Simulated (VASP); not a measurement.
# BN in VASP: a series of runs

Runs on BN. Level: PBE. Tasks: single point.

Everything below comes from runs of VASP 6.6.1. Logs are shortened: lines on timing, memory, paths and dates and some standing lists are left out, and cuts for length are marked.

### 1 The cell of the first run

It takes space group I-4m2 (No. 119, tetragonal). Conventional cell: a = 2.666 Å, b = 2.666 Å, c = 3.625 Å, α = 90.00°, β = 90.00°, γ = 90.00°. Within 2.1 Å of B (site symmetry -4m2) lie 4 N at 1.61 Å. Within 2.1 Å of N (site symmetry -4m2) lie 4 B at 1.61 Å.

### 2 Single point, PBE

File INCAR:

```
SYSTEM = BN
ALGO = Normal ; EDIFF = 1E-6
ENCUT = 520 ; GGA = PE
ISIF = 2 ; ISMEAR = 0
LASPH = .TRUE. ; LCHARG = .FALSE.
LREAL = .FALSE. ; LWAVE = .FALSE.
NBANDS = 16 ; NELM = 80
PREC = Accurate ; SIGMA = 0.05
```

File KPOINTS:

```
k-points
0
G
  6 6 6
  0 0 0
```

File POSCAR:

```
BN
1.0
    0.0000000000     -1.8123937734     -1.8848895243
   -1.8848895243      0.0000000000     -1.8848895243
    1.8848895243      1.8123937734     -3.7697790487
B N
2 2
Direct
    0.0000000000      0.0000000000      0.0000000000
    0.5000000000      0.5000000000      0.5000000000
    0.3750000000      0.3750000000      0.8750000000
    0.8750000000      0.8750000000      0.3750000000
```

Potentials or basis: VASP PAW PBE potentials, release 64 (B, N).

Launch:

```console
$ cat potpaw_PBE.64/B/POTCAR potpaw_PBE.64/N/POTCAR > POTCAR
$ mpirun -np 1 vasp_std > vasp.out
```

OUTCAR:

```text
SYSTEM = BN
   EDIFF = 1E-6
   ENCUT = 520
   GGA = PE
   ISIF = 2
   ISMEAR = 0
   LASPH = .TRUE.
   LREAL = .FALSE.
   NELM = 80
   PREC = Accurate

 ion  position               nearest neighbor table
   1  0.000  0.000  0.000-   3 1.61   3 1.61   3 1.61   4 1.61
   2  0.500  0.500  0.500-   4 1.61   4 1.61   4 1.61   3 1.61
   3  0.375  0.375  0.875-   1 1.61   1 1.61   1 1.61   2 1.61
   4  0.875  0.875  0.375-   2 1.61   2 1.61   2 1.61   1 1.61

  LATTYP: Found a base centered monoclinic cell.
 ALAT       =     4.4994112723
 B/A-ratio  =     0.5924411367
 C/A-ratio  =     1.0000000000
 COS(beta)  =    -0.2980269990

  Lattice vectors:

 A1 = (   1.8848895243,  -1.8123937734,   0.0000000000)
 A2 = (   0.0000000000,  -1.8123937734,  -1.8848895243)
 A3 = (   1.8848895243,   3.6247875468,  -1.8848895244)

Analysis of symmetry for initial positions (statically):
=====================================================================
 Subroutine PRICEL returns following result:

  LATTYP: Found a body centered tetragonal cell.
 ALAT       =     2.6656363288
 C/A-ratio  =     1.3598207331

  Lattice vectors:

 A1 = (  -1.8848895243,   1.8123937734,   0.0000000000)
 A2 = (   1.8848895243,   1.8123937734,  -0.0000000000)
 A3 = (   0.0000000000,  -1.8123937734,  -1.8848895243)

   2 primitive cells build up your supercell.

 Routine SETGRP: Setting up the symmetry group for a
 base centered monoclinic supercell.

 Subroutine GETGRP returns: Found  2 space group operations
 (whereof  2 operations were pure point group operations)
 out of a pool of  4 trial point group operations.

The static configuration has the point symmetry C_1h.

Analysis of symmetry for dynamics (positions and initial velocities):
=====================================================================
 Subroutine PRICEL returns following result:

  LATTYP: Found a body centered tetragonal cell.
 ALAT       =     2.6656363288
 C/A-ratio  =     1.3598207331

  Lattice vectors:

 A1 = (  -1.8848895243,   1.8123937734,   0.0000000000)
 A2 = (   1.8848895243,   1.8123937734,  -0.0000000000)
 A3 = (   0.0000000000,  -1.8123937734,  -1.8848895243)

   2 primitive cells build up your supercell.

[... 97 lines left out ...]
 SYSTEM =  BN
   PREC   = accura    normal or accurate (medium, high low for compatibility)
   ISTART =      0    job   : 0-new  1-cont  2-samecut
   ICHARG =      2    charge: 1-file 2-atom 10-const
   ISPIN  =      1    spin polarized calculation?
   LNONCOLLINEAR =      F non collinear calculations
   LSORBIT =      F    spin-orbit coupling
   LASPH  =      T    aspherical Exc in radial PAW
   ENCUT  =  520.0 eV  38.22 Ry    6.18 a.u.   4.86  4.96  8.53*2*pi/ulx,y,z
   NELM   =     80;   NELMIN=  2; NELMDL= -5     # of ELM steps
   EDIFF  = 0.1E-05   stopping-criterion for ELM
   LREAL  =      F    real-space projection
   EDIFFG = 0.1E-04   stopping-criterion for IOM
   NSW    =      0    number of steps for IOM
   IBRION =     -1    ionic relax: 0-MD 1-quasi-New 2-CG
   NFREE  =      0    steps in history (QN), initial steepest desc. (CG)
   ISIF   =      2    stress and relaxation
   ISYM   =      2    0-nonsym 1-usesym 2-fastsym
   POTIM  = 0.5000    time-step for ionic-motion
   TEBEG  =    0.0;   TEEND  =   0.0 temperature during run
   PSTRESS=    0.0 pullay stress
   NELECT =      16.0000    total number of electrons
   NUPDOWN=      -1.0000    fix difference up-down
   EMIN   =  10.00;   EMAX   =-10.00  energy-range for DOS
   EFERMI =   0.00;   METHOD = LEGACY
   ISMEAR =     0;   SIGMA  =   0.05  broadening in eV -4-tet -1-fermi 0-gaus
   EFERMI_NEDOS =   21; number of points for ismear=-14 and -15
   IALGO  =     38    algorithm
   IMIX   =      4    mixing-type and parameters
     AMIX     =   0.40;   BMIX     =  1.00
     AMIX_MAG =   1.60;   BMIX_MAG =  1.00
  volume/ion in A,a.u.               =       6.44        43.45
  Fermi-wavevector in a.u.,A,eV,Ry     =   1.396862  2.639686 26.547991  1.951222
  Thomas-Fermi vector in A             =   2.520174
   LORBIT       =      0    0 simple, 1 ext, 2 COOP (PROOUT), +10 PAW based schemes
   GGA     = PE    functional components
   LHFCALC =     F    Hartree Fock is set to
   AEXX    =    0.0000 exact exchange contribution
   IVDW    =     0    specifies the selected vdW correction
   LEPSILON=     F    determine dielectric tensor
   LRPA    =     F    only Hartree local field effects (RPA)
 non-spin polarized calculation
 Gauss-broadening in eV      SIGMA  =   0.05
  energy-cutoff  :      520.00
  volume of cell :       25.76
 maximum number of plane-waves:       706
   NGX =  9   NGY =  9   NGZ = 17

 number of electron      15.9999999 magnetization

 Free energy of the ion-electron system (eV)
  ---------------------------------------------------
  ext. energy  EPLUGINS =         0.00000000
  ---------------------------------------------------
  free energy    TOTEN  =       -34.69509931 eV

  energy without entropy =      -34.69509931  energy(sigma->0) =      -34.69509931

 E-fermi :   6.8584     XC(G=0): -12.4012

 val. band max:        6.6066299206   @ k =   0.0000   0.0000   0.0000
 cond. band min:      10.3453586105   @ k =   0.5000   0.0000   0.5000
 fundamental gap:      3.7387286900
 Fermi energy:         6.8583659794

 k-point     1 :       0.0000    0.0000    0.0000
  band No.  band energies     occupation
      1     -12.9019      2.00000
      2      -9.0809      2.00000
      3      -3.5422      2.00000
      4       4.3283      2.00000
      5       4.8631      2.00000
      6       6.2638      2.00000
[... 433 lines left out ...]
      3      -2.7129      2.00000
      4      -1.1207      2.00000
      5       0.9264      2.00000
      6       2.1141      2.00000
[... 8 lines left out ...]
     15      21.5091      0.00000
     16      21.5717      0.00000

 [... further k-points ...]
[... 5 lines left out ...]
  --------------------------------------------------------------------------------------
  -------------------------------------------------------------------------------------
  Total       -5.1751223     -1.7930876     -5.1751223     -0.0052740      0.0052740      0.0050212
  in kB     -321.9191725   -111.5392531   -321.9191725     -0.3280724      0.3280721      0.3123464
  external PRESSURE =    -251.7925327 kB  Pullay stress =       0.0000000 kB

 VOLUME and BASIS-vectors are now :
 -----------------------------------------------------------------------------
  energy-cutoff  :      520.00
  volume of cell :       25.76
      direct lattice vectors                 reciprocal lattice vectors
     0.000000000 -1.812393773 -1.884889524     0.132633768 -0.413817356 -0.132633768
    -1.884889524  0.000000000 -1.884889524    -0.397901304  0.137939119 -0.132633768
     1.884889524  1.812393773 -3.769779049     0.132633768  0.137939119 -0.132633768

 POSITION                                       TOTAL-FORCE (eV/Angst)
 -----------------------------------------------------------------------------------
      0.00000      0.00000      0.00000        -0.001626     -0.001473      0.001626
      0.00000      0.00000     -3.76978        -0.001626     -0.001473      0.001626
      0.94244      0.90620     -4.71222         0.001626      0.001473     -0.001626
     -0.94244     -0.90620     -4.71222         0.001626      0.001473     -0.001626
 -----------------------------------------------------------------------------------
    total drift:                               -0.000027     -0.000044      0.000023

  FREE ENERGIE OF THE ION-ELECTRON SYSTEM (eV)
  ---------------------------------------------------
  free  energy   TOTEN  =       -34.6950993115 eV

  energy  without entropy=      -34.6950993115  energy(sigma->0) =      -34.69509931
```

OSZICAR:

```text
N       E                     dE             d eps       ncg     rms          rms(c)
DAV:   1     0.379402996110E+02    0.37940E+02   -0.84390E+03  2176   0.980E+02
DAV:   2    -0.339347200426E+02   -0.71875E+02   -0.66993E+02  3168   0.222E+02
DAV:   3    -0.363771728842E+02   -0.24425E+01   -0.24364E+01  2488   0.377E+01
DAV:   4    -0.363837232726E+02   -0.65504E-02   -0.65499E-02  2648   0.228E+00
DAV:   5    -0.363837449167E+02   -0.21644E-04   -0.21644E-04  2440   0.119E-01    0.884E+00
DAV:   6    -0.348009305999E+02    0.15828E+01   -0.22192E+00  2816   0.134E+01    0.410E+00
DAV:   7    -0.347177258907E+02    0.83205E-01   -0.27387E-01  2680   0.417E+00    0.261E+00
DAV:   8    -0.346965578994E+02    0.21168E-01   -0.48439E-02  2432   0.177E+00    0.274E-01
DAV:   9    -0.346948201610E+02    0.17377E-02   -0.18699E-03  2496   0.551E-01    0.114E-01
DAV:  10    -0.346950935132E+02   -0.27335E-03   -0.60256E-04  2656   0.185E-01    0.297E-02
DAV:  11    -0.346950988167E+02   -0.53035E-05   -0.42717E-05  2792   0.623E-02    0.145E-02
DAV:  12    -0.346950993115E+02   -0.49485E-06   -0.63264E-06  2728   0.252E-02
   1 F= -.34695099E+02 E0= -.34695099E+02  d E =-.128016E-14
```

Run time: 9.9 s. Hardware: 1 thread of Intel Xeon 6975P-C (Granite Rapids), shared host; peak memory 0.14 GiB.

What came out:

```
Free energy            : -34.6951 eV
Pressure               : -25.2 GPa
Band gap on the k mesh : 3.74 eV
```

Forces on the atoms (eV/Å):
```
B   -0.002 -0.001  0.002
B   -0.002 -0.001  0.002
N    0.002  0.001 -0.002
N    0.002  0.001 -0.002
```

Stress tensor (GPa, compression positive):
```
-32.19  -0.03   0.03
 -0.03 -11.15   0.03
  0.03   0.03 -32.19
```

Caveat: the k points lie up to 0.48 Å⁻¹ apart.

### 3 Single point, PBE

This run uses another cell than the first one, of 5.49 Å³/atom, 0.852 times its volume.

File INCAR:

```
ALGO = Normal
EDIFF = 1E-7
ENCUT = 520
GGA = PE
ISIF = 2
ISMEAR = 0
LASPH = T
LCHARG = F
LREAL = F
LWAVE = F
NBANDS = 16
NELM = 80
PREC = Accurate
SIGMA = 0.05
```

File KPOINTS:

```
k-points
0
Gamma
  6 6 6
```

File POSCAR:

```
BN
1.0
    0.0000000000     -1.8123937734     -1.7398980225
   -1.7398980225      0.0000000000     -1.7398980225
    1.7398980225      1.8123937734     -3.4797960449
B N
2 2
Direct
   -0.0047981010      0.0213932330      0.0000000000
    0.5047981010      0.4786067670      0.5000000000
    0.3700897898      0.3968930928      0.8750000000
    0.8799102102      0.8531069072      0.3750000000
```

Potentials or basis: VASP PAW PBE potentials, release 64 (B, N).

Launch:

```console
$ cat potpaw_PBE.64/B/POTCAR potpaw_PBE.64/N/POTCAR > POTCAR
$ mpirun -np 1 vasp_std > vasp.out
```

It took 13 s on 1 thread of Intel Xeon 6975P-C (Granite Rapids), shared host; peak memory 0.15 GiB.

Results (log left out):

```yaml
Free_energy: -34.5968 eV
Pressure: 35.5 GPa
Largest_force: 0.579 eV/Å
Band_gap_on_the_k_mesh: 4.12 eV
```

Forces on the atoms (eV/Å):
```
B    0.343 -0.079  0.262
B   -0.336  0.093 -0.274
N    0.449 -0.125  0.344
N   -0.456  0.111 -0.332
```

Stress tensor (GPa, compression positive):
```
44.47  0.03 -0.06
 0.03 17.20  0.03
-0.06  0.03 44.94
```

Levels at points of the mesh, in eV from the valence-band top:
```
           k point  band 5  band 6  band 7  band 8  band 9  band 10  band 11  band 12
(0.00, 0.00, 0.00)   -1.87   -0.45   -0.04    0.00    8.86     8.92     9.24    10.08
(0.50, 0.00, 0.00)   -6.01   -5.91   -3.70   -3.69    8.10     8.16    13.79    14.01
(0.00, 0.50, 0.00)   -5.62   -5.22   -4.27   -4.25    7.28     7.52    12.64    13.67
(0.50, 0.50, 0.50)   -5.60   -5.28   -4.26   -4.24    7.31     7.51    12.66    13.66
(0.50, 0.50, 0.00)   -5.62   -5.59   -2.59   -1.89    4.13     9.13    10.04    11.19
(0.00, 0.50, 0.50)   -5.62   -5.59   -2.58   -1.88    4.12     9.08    10.06    11.21
(0.00, 0.00, 0.50)   -1.66   -1.63   -1.11   -1.06    9.70     9.88    10.31    10.41
(0.50, 0.00, 0.50)   -5.03   -5.00   -2.55   -1.94    4.91    10.01    10.20    11.20
```

Caveat: the k points lie up to 0.50 Å⁻¹ apart. A k mesh can miss the band edges.

[end of part 1 of 2]
